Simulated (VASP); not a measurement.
# SiNi2 (P6/mmm) in VASP: a series of runs

Runs on SiNi2. Level: PBE. Tasks: single point, relaxation of cell and atoms.

All numbers are computed with VASP 6.6.1; they aren't measurements. Logs are shortened: lines on timing, memory, paths and dates and some standing lists are left out, and cuts for length are marked.

## 1. The cell of the first run

It takes space group P6/mmm (No. 191, hexagonal). Conventional cell: a = 4.031 Å, b = 4.031 Å, c = 6.853 Å, α = 90.00°, β = 90.00°, γ = 120.00°. Within 3.0 Å of Si (site symmetry -6m2) lie 2 Ni at 2.25 Å and 3 Si at 2.33 Å. Within 3.0 Å of Ni (site symmetry 3m) lie 1 Si at 2.25 Å and 4 Ni at 2.33 to 2.35 Å.

The cell was generated, and may not be a known phase.

## 2. Single point, PBE

File INCAR:

```
PREC = Accurate
ENCUT = 600
EDIFF = 1E-6
ISMEAR = 0
SIGMA = 0.1
LREAL = False
LASPH = True
NELM = 120
ALGO = Normal
ISIF = 2
LWAVE = False
LCHARG = False
GGA = PE
NBANDS = 33
GGA_COMPAT = False
```

File KPOINTS:

```
regular mesh
0
Gamma
  12 12 6
```

File POSCAR:

```
SiNi2
1.0
    4.0309344628      0.0000000000      0.0000000000
   -2.0154672314      3.4908916457      0.0000000000
    0.0000000000      0.0000000000      6.8528434172
Si Ni
2 4
Direct
    0.3333333333      0.6666666667      0.0000000000
    0.6666666667      0.3333333333      0.0000000000
    0.3333333333      0.6666666667      0.3288654180
    0.3333333333      0.6666666667      0.6711345820
    0.6666666667      0.3333333333      0.6711345820
    0.6666666667      0.3333333333      0.3288654180
```

Potentials or basis: VASP PAW PBE potentials, release 64 (Si, Ni).

Command:

```sh
cat potpaw_PBE.64/Si/POTCAR potpaw_PBE.64/Ni/POTCAR > POTCAR
mpirun -np 1 vasp_std > vasp.out
```

OUTCAR:

```text
PREC = Accurate
   ENCUT = 600
   EDIFF = 1E-6
   ISMEAR = 0
   LREAL = False
   LASPH = True
   NELM = 120
   ISIF = 2
   GGA = PE

 ion  position               nearest neighbor table
   1  0.333  0.667  0.000-   3 2.25   4 2.25   2 2.33   2 2.33   2 2.33
   2  0.667  0.333  0.000-   5 2.25   6 2.25   1 2.33   1 2.33   1 2.33
   3  0.333  0.667  0.329-   1 2.25   6 2.33   6 2.33   6 2.33   4 2.35
   4  0.333  0.667  0.671-   1 2.25   5 2.33   5 2.33   5 2.33   3 2.35
   5  0.667  0.333  0.671-   2 2.25   4 2.33   4 2.33   4 2.33   6 2.35
   6  0.667  0.333  0.329-   2 2.25   3 2.33   3 2.33   3 2.33   5 2.35

  LATTYP: Found a hexagonal cell.
 ALAT       =     4.0309344628
 C/A-ratio  =     1.7000632187

  Lattice vectors:

 A1 = (   4.0309344628,   0.0000000000,   0.0000000000)
 A2 = (  -2.0154672314,   3.4908916457,   0.0000000000)
 A3 = (   0.0000000000,   0.0000000000,   6.8528434172)

Analysis of symmetry for initial positions (statically):
=====================================================================
 Subroutine PRICEL returns:
 Original cell was already a primitive cell.

 Routine SETGRP: Setting up the symmetry group for a
 hexagonal supercell.

 Subroutine GETGRP returns: Found 24 space group operations
 (whereof 24 operations were pure point group operations)
 out of a pool of 24 trial point group operations.

The static configuration has the point symmetry D_6h.

Analysis of symmetry for dynamics (positions and initial velocities):
=====================================================================
 Subroutine PRICEL returns:
 Original cell was already a primitive cell.

 Routine SETGRP: Setting up the symmetry group for a
 hexagonal supercell.

 Subroutine GETGRP returns: Found 24 space group operations
 (whereof 24 operations were pure point group operations)
 out of a pool of 24 trial point group operations.

The dynamic configuration has the point symmetry D_6h.

 Subroutine INISYM returns: Found 24 space group operations
 (whereof 24 operations are pure point group operations),
 and found     1 'primitive' translations

----------------------------------------------------------------------------------------

                                     Primitive cell

  volume of cell :      96.4302

  direct lattice vectors                    reciprocal lattice vectors
     4.030934463  0.000000000  0.000000000     0.248081434  0.143229882  0.000000000
    -2.015467231  3.490891646  0.000000000     0.000000000  0.286459765  0.000000000
     0.000000000  0.000000000  6.852843417     0.000000000  0.000000000  0.145924828

  length of vectors
     4.030934463  4.030934463  6.852843417     0.286459765  0.286459765  0.145924828

  position of ions in fractional coordinates (direct lattice)
     0.333333333  0.666666667  0.000000000
     0.666666667  0.333333333  0.000000000
     0.333333333  0.666666667  0.328865418
     0.333333333  0.666666667  0.671134582
     0.666666667  0.333333333  0.671134582
     0.666666667  0.333333333  0.328865418

  ion indices of the primitive-cell ions
   primitive index   ion index
                 1           1
                 2           2
                 3           3
                 4           4
                 5           5
                 6           6

----------------------------------------------------------------------------------------

 KPOINTS: regular mesh

Automatic generation of k-mesh.
 Grid dimensions read from file:
 generate k-points for:   12   12    6

 Generating k-lattice:

  Cartesian coordinates                     Fractional coordinates (reciprocal lattice)
     0.020673453  0.011935824  0.000000000     0.083333333  0.000000000  0.000000000
     0.000000000  0.023871647  0.000000000     0.000000000  0.083333333  0.000000000
     0.000000000  0.000000000  0.024320805     0.000000000  0.000000000  0.166666667

  Length of vectors
     0.023871647  0.023871647  0.024320805

  Shift w.r.t. Gamma in fractional coordinates (k-lattice)
     0.000000000  0.000000000  0.000000000

 Subroutine IBZKPT returns following result:
 ===========================================

 Found     76 irreducible k-points:

 Following reciprocal coordinates:
            Coordinates               Weight
  0.000000  0.000000  0.000000      1.000000
  0.083333  0.000000  0.000000      6.000000
  0.166667  0.000000  0.000000      6.000000
  0.250000  0.000000  0.000000      6.000000
  0.333333  0.000000  0.000000      6.000000
  0.416667  0.000000  0.000000      6.000000
[... 16 lines left out ...]
  0.250000  0.000000  0.166667     12.000000
  0.333333  0.000000  0.166667     12.000000
 [... further k-points ...]
   k-points           NKPTS =     76   k-points in BZ     NKDIM =     76   number of bands    NBANDS=     33
   number of dos      NEDOS =    301   number of ions     NIONS =      6
   total plane-waves  NPLWV =  57344
   dimension x,y,z NGX =    32 NGY =   32 NGZ =   56
   dimension x,y,z NGXF=    64 NGYF=   64 NGZF=  112
   ions per type =               2   4
   NGX,Y,Z   is equivalent  to a cutoff of  13.20, 13.20, 13.59 a.u.
   NGXF,Y,Z  is equivalent  to a cutoff of  26.40, 26.40, 27.17 a.u.
 SYSTEM =  unknown system
   PREC   = accura    normal or accurate (medium, high low for compatibility)
   ISTART =      0    job   : 0-new  1-cont  2-samecut
   ICHARG =      2    charge: 1-file 2-atom 10-const
   ISPIN  =      1    spin polarized calculation?
   LNONCOLLINEAR =      F non collinear calculations
   LSORBIT =      F    spin-orbit coupling
   LASPH  =      T    aspherical Exc in radial PAW
   ENCUT  =  600.0 eV  44.10 Ry    6.64 a.u.   8.05  8.05 13.69*2*pi/ulx,y,z
   NELM   =    120;   NELMIN=  2; NELMDL= -5     # of ELM steps
   EDIFF  = 0.1E-05   stopping-criterion for ELM
   LREAL  =      F    real-space projection
   EDIFFG = 0.1E-04   stopping-criterion for IOM
   NSW    =      0    number of steps for IOM
   IBRION =     -1    ionic relax: 0-MD 1-quasi-New 2-CG
   NFREE  =      0    steps in history (QN), initial steepest desc. (CG)
   ISIF   =      2    stress and relaxation
   ISYM   =      2    0-nonsym 1-usesym 2-fastsym
   POTIM  = 0.5000    time-step for ionic-motion
   TEBEG  =    0.0;   TEEND  =   0.0 temperature during run
   PSTRESS=    0.0 pullay stress
   NELECT =      48.0000    total number of electrons
   NUPDOWN=      -1.0000    fix difference up-down
   EMIN   =  10.00;   EMAX   =-10.00  energy-range for DOS
   EFERMI =   0.00;   METHOD = LEGACY
   ISMEAR =     0;   SIGMA  =   0.10  broadening in eV -4-tet -1-fermi 0-gaus
   EFERMI_NEDOS =   21; number of points for ismear=-14 and -15
   IALGO  =     38    algorithm
   IMIX   =      4    mixing-type and parameters
     AMIX     =   0.40;   BMIX     =  1.00
     AMIX_MAG =   1.60;   BMIX_MAG =  1.00
  volume/ion in A,a.u.               =      16.07       108.46
  Fermi-wavevector in a.u.,A,eV,Ry     =   1.297431  2.451789 22.903057  1.683327
  Thomas-Fermi vector in A             =   2.428824
   LORBIT       =      0    0 simple, 1 ext, 2 COOP (PROOUT), +10 PAW based schemes
   GGA     = PE    functional components
   LHFCALC =     F    Hartree Fock is set to
   AEXX    =    0.0000 exact exchange contribution
   IVDW    =     0    specifies the selected vdW correction
   LEPSILON=     F    determine dielectric tensor
   LRPA    =     F    only Hartree local field effects (RPA)
 non-spin polarized calculation
 Gauss-broadening in eV      SIGMA  =   0.10
  energy-cutoff  :      600.00
  volume of cell :       96.43
 maximum number of plane-waves:      3239
   NGX = 17   NGY = 17   NGZ = 27

 number of electron      48.0000006 magnetization

 Free energy of the ion-electron system (eV)
  ---------------------------------------------------
  ext. energy  EPLUGINS =         0.00000000
  ---------------------------------------------------
  free energy    TOTEN  =       -29.34000607 eV

  energy without entropy =      -29.29913196  energy(sigma->0) =      -29.31956902

 E-fermi :   5.7693     XC(G=0): -10.6132

 val. band max:        5.7682762727   @ k =   0.4167   0.0000   0.0000
 cond. band min:       5.7814285361   @ k =   0.4167   0.1667   0.0000
 fundamental gap:      0.0131522634
 Fermi energy:         5.7692817829

 k-point     1 :       0.0000    0.0000    0.0000
  band No.  band energies     occupation
      1      -5.5676      2.00000
      2       0.2654      2.00000
      3       0.9752      2.00000
      4       2.7466      2.00000
      5       2.7466      2.00000
      6       2.9487      2.00000
[... 25 lines left out ...]
     32      12.6674      0.00000
     33      12.6674      0.00000

 k-point     2 :       0.0833    0.0000    0.0000
  band No.  band energies     occupation
      1      -5.4958      2.00000
      2       0.3342      2.00000
      3       1.0529      2.00000
      4       2.1795      2.00000
      5       2.6835      2.00000
      6       3.1796      2.00000
[... 25 lines left out ...]
     32      12.1796      0.00000
     33      12.4341      0.00000

 k-point     3 :       0.1667    0.0000    0.0000
  band No.  band energies     occupation
      1      -5.2822      2.00000
      2       0.5367      2.00000
      3       1.2591      2.00000
      4       1.2845      2.00000
      5       2.5225      2.00000
      6       3.2508      2.00000
[... 25 lines left out ...]
     32      11.9265      0.00000
     33      11.9658      0.00000

 k-point     4 :       0.2500    0.0000    0.0000
  band No.  band energies     occupation
      1      -4.9342      2.00000
      2       0.2414      2.00000
      3       0.8597      2.00000
      4       1.6386      2.00000
      5       2.3246      2.00000
      6       3.2085      2.00000
[... 673 lines left out ...]
     32      11.0977      0.00000
     33      13.0099      0.00000

 k-point    23 :       0.2500    0.0000    0.1667
  band No.  band energies     occupation
      1      -4.9211      2.00000
      2       0.2616      2.00000
      3       0.4503      2.00000
      4       2.1438      2.00000
      5       2.3578      2.00000
      6       3.2362      2.00000
[... 25 lines left out ...]
     32      10.6626      0.00000
     33      12.4175      0.00000

 k-point    24 :       0.3333    0.0000    0.1667
  band No.  band energies     occupation
      1      -4.4581      2.00000
      2      -0.7394      2.00000
      3       0.8951      2.00000
      4       2.1772      2.00000
      5       2.5138      2.00000
      6       3.1198      2.00000
[... 25 lines left out ...]
     32      11.6674      0.00000
     33      12.1130      0.00000

 [... further k-points ...]

------------------------ aborting loop because EDIFF is reached ----------------------------------------

  FORCE on cell =-STRESS in cart. coord.  units (eV):
  Direction    XX          YY          ZZ          XY          YZ          ZX
  --------------------------------------------------------------------------------------
  -------------------------------------------------------------------------------------
  Total       -0.0274039     -0.0274039      0.1015094      0.0000000      0.0000000      0.0000000
  in kB       -0.4553134     -0.4553134      1.6865683      0.0000000      0.0000000      0.0000000
  external PRESSURE =       0.2586472 kB  Pullay stress =       0.0000000 kB

 VOLUME and BASIS-vectors are now :
 -----------------------------------------------------------------------------
  energy-cutoff  :      600.00
  volume of cell :       96.43
      direct lattice vectors                 reciprocal lattice vectors
     4.030934463  0.000000000  0.000000000     0.248081434  0.143229882  0.000000000
    -2.015467231  3.490891646  0.000000000     0.000000000  0.286459765  0.000000000
     0.000000000  0.000000000  6.852843417     0.000000000  0.000000000  0.145924828

 POSITION                                       TOTAL-FORCE (eV/Angst)
 -----------------------------------------------------------------------------------
     -0.00000      2.32726      0.00000         0.000000      0.000000      0.000000
      2.01547      1.16363      0.00000         0.000000      0.000000      0.000000
     -0.00000      2.32726      2.25366        -0.000000      0.000000      0.009193
     -0.00000      2.32726      4.59918        -0.000000      0.000000     -0.009193
      2.01547      1.16363      4.59918         0.000000      0.000000     -0.009193
      2.01547      1.16363      2.25366         0.000000     -0.000000      0.009193
 -----------------------------------------------------------------------------------
    total drift:                               -0.000000      0.000000      0.000000

  FREE ENERGIE OF THE ION-ELECTRON SYSTEM (eV)
  ---------------------------------------------------
  free  energy   TOTEN  =       -29.3400060711 eV

  energy  without entropy=      -29.2991319615  energy(sigma->0) =      -29.31956902
```

Wall time 7.2 min (1 thread of Oxide Virtual Turin-like, shared host); peak memory 0.33 GiB.

What came out:

- Free energy: -29.3400 eV
- Pressure: 0.0 GPa
- Largest force: 0.009 eV/Å
- Band gap on the k mesh: zero (bands 24 and 25 overlap by 0.69 eV)

Forces on the atoms (eV/Å):
```
Si   0.000  0.000  0.000
Si   0.000  0.000  0.000
Ni   0.000  0.000  0.009
Ni   0.000  0.000 -0.009
Ni   0.000  0.000 -0.009
Ni   0.000  0.000  0.009
```

Stress tensor (GPa, compression positive):
```
-0.05  0.00  0.00
 0.00 -0.05  0.00
 0.00  0.00  0.17
```

Spin polarisation is off, so any magnetic state and its effect on volume and gap are missing.

## 3. Single point, PBE, collinear spin, ferromagnetic start

File INCAR:

```
  PREC = Accurate
  ENCUT = 600
  EDIFF = 1E-6
  ISMEAR = 0
  SIGMA = 0.1
  LREAL = F
  LASPH = T
  NELM = 200
  ALGO = Normal
  ISIF = 2
  LWAVE = F
  LCHARG = F
  ISPIN = 2
  MAGMOM = 0 0 2 2 2 2
  LORBIT = 11
  LMAXMIX = 4
  GGA = PE
  NBANDS = 37
  GGA_COMPAT = F
```

File KPOINTS:

```
Automatic mesh
0
Gamma
  6 6 4
```

POSCAR is that of step 2.

Potentials or basis: VASP PAW PBE potentials, release 64 (Si, Ni).

Command:

```sh
cat potpaw_PBE.64/Si/POTCAR potpaw_PBE.64/Ni/POTCAR > POTCAR
mpirun -np 1 vasp_std > vasp.out
```

It took 5.2 min on 1 thread of Oxide Virtual Turin-like, shared host; peak memory 0.3 GiB.

The run converged. Its results:

```yaml
Free_energy: -29.3475 eV
Pressure: 0.1 GPa
Largest_force: 0.047 eV/Å
Net_moment: 0.85 μB per cell
Site_moments: Si -0.00; Ni +0.22 μB
Valence_electrons_inside_the_program's_atomic_spheres: Si 1.69; Ni 9.25
```

Forces on the atoms (eV/Å):
```
Si   0.000  0.000  0.000
Si   0.000  0.000  0.000
Ni   0.000  0.000  0.047
Ni   0.000  0.000 -0.047
Ni   0.000  0.000 -0.047
Ni   0.000  0.000  0.047
```

Stress tensor (GPa, compression positive):
```
0.12 0.00 0.00
0.00 0.12 0.00
0.00 0.00 0.21
```

Levels at points of the mesh, in eV from the Fermi level:
Spin up:
```csv
k point,band 23,band 24,band 25,band 26,band 27,band 28
"(0.00, 0.00, 0.00)",-0.62,-0.45,-0.45,1.23,2.91,2.91
"(0.50, 0.00, 0.00)",-0.28,-0.27,0.15,0.32,0.45,1.23
"(0.00, 0.00, 0.50)",-0.53,-0.13,-0.13,0.99,2.02,2.96
"(0.50, 0.00, 0.50)",-0.28,-0.06,0.09,1.15,1.41,2.59
```
Spin down:
| k point | band 19 | band 20 | band 21 | band 22 | band 23 | band 24 | band 25 | band 26 | band 27 | band 28 |
| --- | --- | --- | --- | --- | --- | --- | --- | --- | --- | --- |
| (0.00, 0.00, 0.00) | -0.97 | -0.97 | -0.79 | -0.45 | -0.45 | -0.19 | -0.19 | 1.30 | 2.92 | 2.92 |
| (0.50, 0.00, 0.00) | -0.63 | -0.29 | -0.20 | -0.18 | -0.15 | 0.05 | 0.31 | 0.61 | 0.65 | 1.27 |
| (0.00, 0.00, 0.50) | -1.21 | -0.86 | -0.86 | -0.27 | -0.27 | 0.03 | 0.03 | 1.08 | 2.14 | 2.98 |
| (0.50, 0.00, 0.50) | -0.38 | -0.37 | -0.20 | -0.15 | 0.05 | 0.20 | 0.36 | 1.22 | 1.47 | 2.59 |

## 4. Relaxation of cell and atoms, PBE

File INCAR:

```
SYSTEM = SiNi2
PREC     = Accurate       ! precision mode
ENCUT    = 600            ! plane-wave cutoff, eV
EDIFF    = 1E-7           ! SCF threshold, eV
ISMEAR   = 0              ! smearing method
SIGMA    = 0.1            ! smearing width, eV
LREAL    = .FALSE.        ! projectors in reciprocal space
LASPH    = .TRUE.         ! aspherical terms in the spheres
NELM     = 120            ! most SCF steps
ALGO     = Normal         ! electronic algorithm
ISIF     = 3              ! what is computed and relaxed
LWAVE    = .FALSE.        ! write WAVECAR
LCHARG   = .FALSE.        ! write CHGCAR
GGA      = PE             ! functional
IBRION   = 2              ! ionic algorithm
NSW      = 100            ! ionic steps
EDIFFG   = -0.01          ! ionic threshold
GGA_COMPAT= .FALSE.      
NELMIN   = 4
```

File KPOINTS:

```
regular mesh
0
G
  12 12 6
  0 0 0
```

POSCAR is that of step 3.

Command:

```sh
cat potpaw_PBE.64/Si/POTCAR potpaw_PBE.64/Ni/POTCAR > POTCAR
mpirun -np 1 vasp_std > vasp.out
```

It took 12 min on 1 thread of Oxide Virtual Turin-like, shared host; peak memory 0.34 GiB.

It converged, with:

```yaml
Free_energy: -29.3401 eV
Relaxed_volume: 16.08 Å³/atom
Relaxed_cell: a = 4.030 Å, b = 4.030 Å, c = 6.859 Å, α = 90.00°, β = 90.00°, γ = 120.00°
Space_group_after_relaxing_to_0.1_Å: P6/mmm (No. 191)
Energy_gained_by_relaxing: 0.0 meV/atom
Ionic_steps: 2
Pressure_after_relaxing: 0.0 GPa
Largest_force_after_relaxing: 0.005 eV/Å
Band_gap_on_the_k_mesh: zero (bands 24 and 25 overlap by 0.69 eV)
```

Forces in eV/Å, atoms in the order of the input:
```
Si   0.000  0.000  0.000
Si   0.000  0.000  0.000
Ni   0.000  0.000  0.005
Ni   0.000  0.000 -0.005
Ni   0.000  0.000 -0.005
Ni   0.000  0.000  0.005
```

Final structure:
```
Si Ni
1.0
     4.03024    0.00000    0.00000
    -2.01512    3.49029    0.00000
     0.00000    0.00000    6.85881
Si Ni
2 4
Cartesian
  0.0000 2.3269 6.8588
  2.0151 1.1634 6.8588
  0.0000 2.3269 2.2561
  0.0000 2.3269 4.6027
  2.0151 1.1634 4.6027
  2.0151 1.1634 2.2561
```

Levels at points of the mesh, in eV from the Fermi level:
| k point | band 21 | band 22 | band 23 | band 24 | band 25 | band 26 | band 27 | band 28 |
| --- | --- | --- | --- | --- | --- | --- | --- | --- |
| (0.00, 0.00, 0.00) | -0.81 | -0.50 | -0.50 | -0.27 | -0.27 | 1.31 | 2.95 | 2.95 |
| (0.50, 0.00, 0.00) | -0.25 | -0.22 | -0.20 | -0.07 | 0.28 | 0.51 | 0.59 | 1.29 |
| (0.00, 0.00, 0.50) | -0.90 | -0.35 | -0.35 | -0.01 | -0.01 | 1.07 | 2.13 | 3.01 |
| (0.50, 0.00, 0.50) | -0.24 | -0.24 | -0.07 | 0.12 | 0.27 | 1.23 | 1.48 | 2.63 |

## 5. Overview

| task | spin | cell | k mesh | gap on the mesh (eV) | pressure (GPa) | largest force (eV/Å) |
| --- | --- | --- | --- | --- | --- | --- |
| single point | off | a = 4.031, b = 4.031, c = 6.853 Å, angles 90.0, 90.0, 120.0°, 6 atoms | 12 × 12 × 6 | none | 0.0 | 0.01 |
| single point | collinear, ferromagnetic start | a = 4.031, b = 4.031, c = 6.853 Å, angles 90.0, 90.0, 120.0°, 6 atoms | 6 × 6 × 4 | none | 0.1 | 0.05 |
| relaxation of cell and atoms | off | relaxed from a = 4.031, b = 4.031, c = 6.853 Å, angles 90.0, 90.0, 120.0°, 6 atoms | 12 × 12 × 6 | none | 0.0 | - |

Alike in all rows: level PBE; potentials or basis VASP PAW PBE potentials, release 64 (Si, Ni); cutoff (eV) 600; smearing gaussian 0.1 eV.

Total energies depend on the potentials used, so only differences within one code and one set of settings carry meaning.
